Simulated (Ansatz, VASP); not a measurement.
Two plane-wave programs on RuCl2

```
CELL_PARAMETERS angstrom
3.52587 0.00000 0.00000
-1.76293 3.05349 0.00000
0.00000 0.00000 5.68795
ATOMIC_POSITIONS crystal
Ru 0.00000 0.00000 0.00000
Cl 0.33333 0.66667 0.25200
Cl 0.66667 0.33333 0.74800
```

Alike in both runs: task single point; functional PBE; k mesh 9 × 9 × 5; occupations fermi-dirac, width 0.05 eV; no spin polarisation.

|  | VASP | Ansatz |
| --- | --- | --- |
| version | VASP 6.6.1 | Ansatz 0.2.0 |
| potentials or method | VASP PAW PBE potentials, release 64 (Ru_pv, Cl) | Ansatz PAW |
| plane-wave cutoff (eV) | 520 | 420 |
| valence electrons in the cell | 28 | 30 |

Ansatz gave:

- gap on the k mesh at the Fermi level (eV): 0.62
- least direct gap on the mesh (eV): 0.81
- pressure (GPa): -4.7
- traceless stress, the component that is largest in VASP (GPa): -3.65
- rms of the force components (eV/Å): 0.711

Q: Estimate VASP's values.

A: gap on the k mesh at the Fermi level (eV): 0.62; least direct gap on the mesh (eV): 0.81; pressure (GPa): -4.8; traceless stress, the component that is largest in VASP (GPa): -3.62; rms of the force components (eV/Å): 0.710.

Atom by atom the forces differ by 0.002 eV/Å (rms over components). VASP's potentials hold 28 valence electrons a cell and Ansatz's 30, so a difference there can come from the potentials and not from the codes.

Noted on Ansatz's run: odd divisions of the mesh miss points on the zone boundary, where band edges often lie, so the gap on the mesh can be too wide.
